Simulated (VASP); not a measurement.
# TiC (Fm-3m) in VASP: a series of runs, part 2 of 2

VASP 6.6.1. The steps go on from the part before.

**3. Single point, PBE**

This run uses another cell than the first one, of 9.97 Å³/atom, 0.980 times its volume.

INCAR

```
PREC     = Accurate       # precision mode
ENCUT    = 600            # plane-wave cutoff, eV
EDIFF    = 1E-6           # SCF threshold, eV
ISMEAR   = 0              # smearing method
SIGMA    = 0.1            # smearing width, eV
LREAL    = F              # projectors in reciprocal space
LASPH    = T              # aspherical terms in the spheres
NELM     = 120            # most SCF steps
ALGO     = Normal         # electronic algorithm
ISIF     = 2              # what is computed and relaxed
LWAVE    = F              # write WAVECAR
LCHARG   = F              # write CHGCAR
GGA      = PE             # functional
NBANDS   = 15             # bands
GGA_COMPAT= F
```

KPOINTS

```
Automatic mesh
0
Gamma
  7 7 7
```

POSCAR

```
TiC
1.0
    0.0000000000      2.1521578289      2.1521578289
    2.1521578289      0.0000000000      2.1521578289
    2.1521578289      2.1521578289      0.0000000000
Ti C
1 1
Direct
    0.0000000000      0.0000000000      0.0000000000
    0.5000000000      0.5000000000      0.5000000000
```

Potentials or basis: VASP PAW PBE potentials, release 64 (Ti_sv, C).

Command:

```
$ cat potpaw_PBE.64/Ti_sv/POTCAR potpaw_PBE.64/C/POTCAR > POTCAR
$ mpirun -np 1 vasp_std > vasp.out
```

OUTCAR:

```text
PREC = Accurate
   ENCUT = 600
   EDIFF = 1E-6
   ISMEAR = 0
   LREAL = F
   LASPH = T
   NELM = 120
   ISIF = 2
   GGA = PE

 ion  position               nearest neighbor table
   1  0.000  0.000  0.000-   2 2.15   2 2.15   2 2.15   2 2.15   2 2.15   2 2.15
   2  0.500  0.500  0.500-   1 2.15   1 2.15   1 2.15   1 2.15   1 2.15   1 2.15

  LATTYP: Found a face centered cubic cell.
 ALAT       =     4.3043156578

  Lattice vectors:

 A1 = (   0.0000000000,   2.1521578289,   2.1521578289)
 A2 = (   2.1521578289,   0.0000000000,   2.1521578289)
 A3 = (   2.1521578289,   2.1521578289,   0.0000000000)

Analysis of symmetry for initial positions (statically):
=====================================================================
 Subroutine PRICEL returns:
 Original cell was already a primitive cell.

 Routine SETGRP: Setting up the symmetry group for a
 face centered cubic supercell.

 Subroutine GETGRP returns: Found 48 space group operations
 (whereof 48 operations were pure point group operations)
 out of a pool of 48 trial point group operations.

[... 168 lines left out ...]
      3     -22.9172      2.00000
      4     -22.9172      2.00000
      5      -2.8455      2.00000
      6      10.3334      0.00000
      7      10.3334      0.00000
      8      10.3334      0.00000
      9      11.3430      0.00000
     10      11.3430      0.00000
     11      11.3430      0.00000
     12      11.3859      0.00000
     13      11.3859      0.00000
     14      20.4013      0.00000
[... 329 lines left out ...]
      2     -23.2602      2.00000
      3     -23.2374      2.00000
      4     -23.0730      2.00000
      5       0.1054      2.00000
      6       6.0236      2.00000
      7       6.3737      2.00000
      8       7.2807      2.00000
      9      12.0172      0.00000
     10      12.6399      0.00000
     11      13.4279      0.00000
     12      15.0737      0.00000
     13      15.3181      0.00000
     14      23.0826      0.00000
     15      23.6792      0.00000

------------------------ aborting loop because EDIFF is reached ----------------------------------------

  FORCE on cell =-STRESS in cart. coord.  units (eV):
  Direction    XX          YY          ZZ          XY          YZ          ZX
  --------------------------------------------------------------------------------------
  -------------------------------------------------------------------------------------
  Total        0.6690682      0.6690682      0.6690682     -0.0000000      0.0000000      0.0000000
  in kB       53.7685902     53.7685902     53.7685902     -0.0000000      0.0000000      0.0000000
  external PRESSURE =      53.7685902 kB  Pullay stress =       0.0000000 kB

 VOLUME and BASIS-vectors are now :
 -----------------------------------------------------------------------------
  energy-cutoff  :      600.00
  volume of cell :       19.94
      direct lattice vectors                 reciprocal lattice vectors
     0.000000000  2.152157829  2.152157829    -0.232324969  0.232324969  0.232324969
     2.152157829  0.000000000  2.152157829     0.232324969 -0.232324969  0.232324969
     2.152157829  2.152157829  0.000000000     0.232324969  0.232324969 -0.232324969

 POSITION                                       TOTAL-FORCE (eV/Angst)
 -----------------------------------------------------------------------------------
      0.00000      0.00000      0.00000         0.000000      0.000000      0.000000
      2.15216      2.15216      2.15216        -0.000000      0.000000     -0.000000
 -----------------------------------------------------------------------------------
    total drift:                                0.000000     -0.000000     -0.000000

  FREE ENERGIE OF THE ION-ELECTRON SYSTEM (eV)
  ---------------------------------------------------
  free  energy   TOTEN  =       -18.6973422844 eV

  energy  without entropy=      -18.6935858875  energy(sigma->0) =      -18.69546409
```

OSZICAR:

```text
N       E                     dE             d eps       ncg     rms          rms(c)
DAV:   1     0.129230261350E+03    0.12923E+03   -0.88498E+03   608   0.143E+03
DAV:   2    -0.156162189716E+02   -0.14485E+03   -0.13498E+03   656   0.358E+02
DAV:   3    -0.240481591655E+02   -0.84319E+01   -0.82850E+01   799   0.829E+01
DAV:   4    -0.242562100764E+02   -0.20805E+00   -0.20791E+00   701   0.125E+01
DAV:   5    -0.242611741421E+02   -0.49641E-02   -0.49638E-02   787   0.171E+00    0.186E+01
DAV:   6    -0.192803167944E+02    0.49809E+01   -0.11779E+01   850   0.565E+01    0.682E+00
DAV:   7    -0.187294452960E+02    0.55087E+00   -0.21656E+00   729   0.203E+01    0.504E+00
DAV:   8    -0.187033603675E+02    0.26085E-01   -0.99911E-02   636   0.362E+00    0.326E+00
DAV:   9    -0.187004136130E+02    0.29468E-02   -0.84939E-02   836   0.384E+00    0.751E-01
DAV:  10    -0.186989563946E+02    0.14572E-02   -0.10808E-02   716   0.138E+00    0.592E-01
DAV:  11    -0.186974302644E+02    0.15261E-02   -0.25262E-03   712   0.705E-01    0.158E-01
DAV:  12    -0.186973508250E+02    0.79439E-04   -0.26577E-04   769   0.171E-01    0.363E-02
DAV:  13    -0.186973417492E+02    0.90758E-05   -0.36599E-05   677   0.522E-02    0.708E-03
DAV:  14    -0.186973422844E+02   -0.53521E-06   -0.73523E-07   509   0.657E-03
   1 F= -.18697342E+02 E0= -.18695464E+02  d E =-.375640E-02
```

Wall time 5.4 s (1 thread of Intel Xeon Platinum 8375C at 2.90GHz (Ice Lake), shared host); peak memory 0.14 GiB.

Results:

| Quantity | Value |
| --- | --- |
| Free energy | -18.6973 eV |
| Pressure | 5.4 GPa |
| Band gap on the k mesh | zero (band 8 reaches 10.33 eV, above the bottom of band 9 at 9.23 eV) |

Caveat: the k points lie up to 0.36 Å⁻¹ apart.

**4. Single point, PBE**

INCAR

```
SYSTEM = TiC
PREC = Accurate
ENCUT = 600
EDIFF = 1E-6
ISMEAR = 0
SIGMA = 0.1
LREAL = .False.
LASPH = .True.
NELM = 120
ALGO = Normal
ISIF = 2
LWAVE = .False.
LCHARG = .False.
GGA = PE
NBANDS = 15
GGA_COMPAT = .False.
```

KPOINTS

```
Automatic mesh
0
Gamma
  7 7 7
  0 0 0
```

POSCAR

```
TiC
1.0
    0.0000000000      2.1666998769      2.1666998769
    2.1666998769      0.0000000000      2.1666998769
    2.1666998769      2.1666998769      0.0000000000
Ti C
1 1
Direct
    0.0000000000      0.0000000000      0.0000000000
    0.5000000000      0.5000000000      0.5000000000
```

Command:

```
$ cat potpaw_PBE.64/Ti_sv/POTCAR potpaw_PBE.64/C/POTCAR > POTCAR
$ mpirun -np 1 vasp_std > vasp.out
```

It took 5.6 s on 1 thread of Intel Xeon Platinum 8375C at 2.90GHz (Ice Lake), shared host; peak memory 0.14 GiB.

The run converged. Its results:

```yaml
Free_energy: -18.7047 eV
Pressure: 0.1 GPa
Band_gap_on_the_k_mesh: zero (band 8 reaches 10.09 eV, above the bottom of band 9 at 9.00 eV)
```

Levels at points of the mesh, in eV from the Fermi level:
| k point | band 6 | band 7 | band 8 | band 9 | band 10 | band 11 |
| --- | --- | --- | --- | --- | --- | --- |
| (0.00, 0.00, 0.00) | 0.77 | 0.77 | 0.77 | 1.77 | 1.77 | 1.77 |

**5. Single point, PBE**

This run uses another cell than the first one, of 10.38 Å³/atom, 1.020 times its volume.

INCAR

```
ALGO     = Normal         # electronic algorithm
EDIFF    = 1E-6           # SCF threshold, eV
ENCUT    = 600            # plane-wave cutoff, eV
GGA      = PE             # functional
GGA_COMPAT= False        
ISIF     = 2              # what is computed and relaxed
ISMEAR   = 0              # smearing method
LASPH    = True           # aspherical terms in the spheres
LCHARG   = False          # write CHGCAR
LREAL    = False          # projectors in reciprocal space
LWAVE    = False          # write WAVECAR
NBANDS   = 15             # bands
NELM     = 120            # most SCF steps
PREC     = Accurate       # precision mode
SIGMA    = 0.1            # smearing width, eV
```

KPOINTS

```
k-points
0
Gamma
  7 7 7
```

POSCAR

```
TiC
1.0
    0.0000000000      2.1810493009      2.1810493009
    2.1810493009      0.0000000000      2.1810493009
    2.1810493009      2.1810493009      0.0000000000
Ti C
1 1
Direct
    0.0000000000      0.0000000000      0.0000000000
    0.5000000000      0.5000000000      0.5000000000
```

Command:

```
$ cat potpaw_PBE.64/Ti_sv/POTCAR potpaw_PBE.64/C/POTCAR > POTCAR
$ mpirun -np 1 vasp_std > vasp.out
```

It took 11 s on 1 thread of Intel Xeon Platinum 8375C at 2.90GHz (Ice Lake), shared host; peak memory 0.15 GiB.

Results (log left out):

```yaml
Free_energy: -18.6994 eV
Pressure: -4.7 GPa
Band_gap_on_the_k_mesh: zero (band 8 reaches 9.85 eV, above the bottom of band 9 at 8.77 eV)
```

Levels at points of the mesh, in eV from the Fermi level:
| k point | band 5 | band 6 | band 7 | band 8 | band 9 | band 10 | band 11 | band 12 |
| --- | --- | --- | --- | --- | --- | --- | --- | --- |
| (0.00, 0.00, 0.00) | -12.21 | 0.77 | 0.77 | 0.77 | 1.74 | 1.74 | 1.74 | 1.75 |

**6. Relaxation of cell and atoms, PBE**

This run uses another cell than the first one, of 10.08 Å³/atom, 0.991 times its volume.

INCAR

```
ALGO = Normal ; EDIFF = 1E-7
EDIFFG = -0.02 ; ENCUT = 600
GGA = PE ; GGA_COMPAT = False
IBRION = 2 ; ISIF = 3
ISMEAR = 0 ; LASPH = True
LCHARG = False ; LREAL = False
LWAVE = False ; NELM = 120
NELMIN = 4 ; NSW = 80
PREC = Accurate ; SIGMA = 0.1
```

KPOINTS is that of step 5.

POSCAR

```
TiC
1.0
    0.0000000000      2.1600000000      2.1600000000
    2.1600000000      0.0000000000      2.1600000000
    2.1600000000      2.1600000000      0.0000000000
Ti C
1 1
Direct
    0.0000000000      0.0000000000      0.0000000000
    0.5000000000      0.5000000000      0.5000000000
```

Potentials or basis: VASP PAW PBE potentials, release 64 (Ti_sv, C).

Command:

```
$ cat potpaw_PBE.64/Ti_sv/POTCAR potpaw_PBE.64/C/POTCAR > POTCAR
$ mpirun -np 1 vasp_std > vasp.out
```

Run time: 14 s. Hardware: 1 thread of Intel Xeon Platinum 8375C at 2.90GHz (Ice Lake), shared host; peak memory 0.15 GiB.

It converged, with:

| Item | Value |
| --- | --- |
| Free energy | -18.7044 eV |
| Relaxed volume | 10.18 Å³/atom |
| Relaxed cell | a = 3.065 Å, b = 3.065 Å, c = 3.065 Å, α = 60.00°, β = 60.00°, γ = 60.00° |
| Space group after relaxing (to 0.05 Å) | Fm-3m (No. 225) |
| Energy gained by relaxing | 0.8 meV/atom |
| Ionic steps | 3 |
| Pressure after relaxing | 0.0 GPa |
| Band gap on the k mesh | zero (band 8 reaches 10.08 eV, above the bottom of band 9 at 8.99 eV) |

Step by step:
| step | energy change (eV) | largest force (eV/Å) | pressure (GPa) | volume (Å³) |
| --- | --- | --- | --- | --- |
| 1 | 0.0000 | 0.0000 | 2.47 | 20.16 |
| 2 | 0.0009 | 0.0000 | -3.04 | 20.61 |
| 3 | -0.0015 | 0.0000 | -0.01 | 20.36 |

Final structure:
```
Ti C
1.0
     0.00000    2.16712    2.16712
     2.16712    0.00000    2.16712
     2.16712    2.16712    0.00000
Ti C
1 1
Cartesian
  0.0000 0.0000 0.0000
  2.1671 2.1671 2.1671
```

Levels at points of the mesh, in eV from the Fermi level:
```
           k point  band 4  band 5  band 6  band 7  band 8  band 9  band 10  band 11  band 12
(0.00, 0.00, 0.00)  -32.54  -12.30    0.77    0.77    0.77    1.77     1.77     1.77     1.79
```

**7. Summary**

| task | cell | gap on the mesh (eV) | pressure (GPa) |
| --- | --- | --- | --- |
| single point | a = 3.064 Å, angles 60.0°, 2 atoms | none | 0.1 |
| single point | a = 3.044 Å, angles 60.0°, 2 atoms | none | 5.4 |
| single point | a = 3.084 Å, angles 60.0°, 2 atoms | none | -4.7 |
| relaxation of cell and atoms | relaxed from a = 3.055 Å, angles 60.0°, 2 atoms | none | 0.0 |

Alike in all rows: level PBE; potentials or basis VASP PAW PBE potentials, release 64 (Ti_sv, C); no spin polarisation; k mesh 7 × 7 × 7; cutoff (eV) 600; smearing gaussian 0.1 eV.

Caveats: some runs use coarse meshes.

Absolute energies hang on the potentials; compare differences alone.
